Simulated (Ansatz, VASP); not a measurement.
## Two plane-wave programs on ZnH2

```
CELL_PARAMETERS angstrom
2.78930 0.00000 0.00000
-1.39465 2.41560 0.00000
0.00000 0.00000 4.78895
ATOMIC_POSITIONS crystal
Zn 0.00000 0.00000 0.00000
H 0.66667 0.33333 0.79762
H 0.33333 0.66667 0.20238
```

Change from the starting cell: species swapped into the TaS2 type (P-3m1, No. 164).

Alike in both runs: functional PBE; k mesh 6 × 6 × 4; occupations gaussian, width 0.1 eV; no spin polarisation.

Ansatz relaxed the structure, and its values are those at the end. VASP's run is a single point on that final structure, the one shown.

|  | VASP | Ansatz |
| --- | --- | --- |
| version | VASP 6.6.1 | Ansatz 0.2.0 |
| potentials or method | VASP PAW PBE potentials, release 64 (Zn, H), cutoff 500 eV | scalar-relativistic, plane waves, PAW |
| valence electrons in the cell | 14 | 14 |

Ansatz gave:

```
gap on the k mesh at the Fermi level (eV) : 2.38
least direct gap on the mesh (eV)         : 3.45
pressure (GPa)                            : 0.2
rms of the force components (eV/Å)        : 0.001
```

**Question.** Which values does VASP return?

**Answer.** gap on the k mesh at the Fermi level (eV): 2.38; least direct gap on the mesh (eV): 3.46; pressure (GPa): 0.2; rms of the force components (eV/Å): 0.007.

The functional is the same, so the differences come from potentials, cutoffs and numerics.

The k mesh is coarse, so the values compare programs but aren't converged.
